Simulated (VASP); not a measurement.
A run of VASP 6.6.1 is set up as follows.

INCAR

```
ALGO     = Normal         # electronic algorithm
EDIFF    = 1E-6           # SCF threshold, eV
ENCUT    = 520            # plane-wave cutoff, eV
GGA      = PE             # functional
ISIF     = 2              # what is computed and relaxed
ISMEAR   = 0              # smearing method
LASPH    = True           # aspherical terms in the spheres
LCHARG   = False          # write CHGCAR
LREAL    = Auto         
LWAVE    = False          # write WAVECAR
NBANDS   = 84             # bands
NELM     = 80             # most SCF steps
PREC     = Accurate       # precision mode
SIGMA    = 0.1            # smearing width, eV
```

KPOINTS

```
k-points
0
Gamma
  8 8 8
```

Contents of POSCAR:

```
Ti9C8
1.0
    0.0000000000      4.3327798708     -4.3327798708
    4.3327798708      4.3327798708      0.0000000000
    4.3327798708      0.0000000000     -4.3327798708
Ti C
9 8
Direct
    0.0006547787     -0.0002182596      0.4997817404
    0.0191024173      0.5191024173      0.4426927481
    0.4997817404     -0.0002182596      0.4997817404
    0.4997817404      0.5006547787      0.4997817404
    0.0191024173     -0.0573072519      1.0191024173
    0.0191024173      0.5191024173      1.0191024173
    0.4997817404     -0.0002182596      1.0006547787
    0.4426927481      0.5191024173      1.0191024173
    0.8750000000      0.3750000000      0.8750000000
    0.2545929854      0.7545929854      0.2545929854
    0.2545929854      0.2362210438      0.2545929854
    0.7362210438      0.7545929854      0.2545929854
    0.7458844437      0.2458844437      0.2623466688
    0.2545929854      0.7545929854      0.7362210438
    0.2623466688      0.2458844437      0.7458844437
    0.7458844437      0.7623466688      0.7458844437
    0.7458844437      0.2458844437      0.7458844437
```

Potentials or basis: VASP PAW PBE potentials, release 64 (Ti_sv, C).

Launch:

```console
$ cat potpaw_PBE.64/Ti_sv/POTCAR potpaw_PBE.64/C/POTCAR > POTCAR
$ mpirun -np 1 vasp_std > vasp.out
```

Q: Predict the band gap on the k mesh.

A: Zero (bands 70 and 71 overlap by 0.82 eV).

Q: What does it give for the pressure?

A: 35.4 GPa.

Forces in eV/Å, atoms in the order of the input:
```
Ti  -0.014  0.014 -0.014
Ti  -0.018  0.018  0.018
Ti  -0.014 -0.014  0.014
Ti   0.014  0.014  0.014
Ti  -0.018 -0.018 -0.018
Ti   0.018  0.018 -0.018
Ti   0.014 -0.014 -0.014
Ti   0.018 -0.018  0.018
Ti   0.000  0.000  0.000
C    0.007  0.007 -0.007
C   -0.007 -0.007 -0.007
C    0.007 -0.007  0.007
C   -0.030  0.030  0.030
C   -0.007  0.007  0.007
C    0.030 -0.030  0.030
C   -0.030 -0.030 -0.030
C    0.030  0.030 -0.030
```

Caveat: the cell differs from its parent crystal (with an interstitial atom, then relaxed in part).
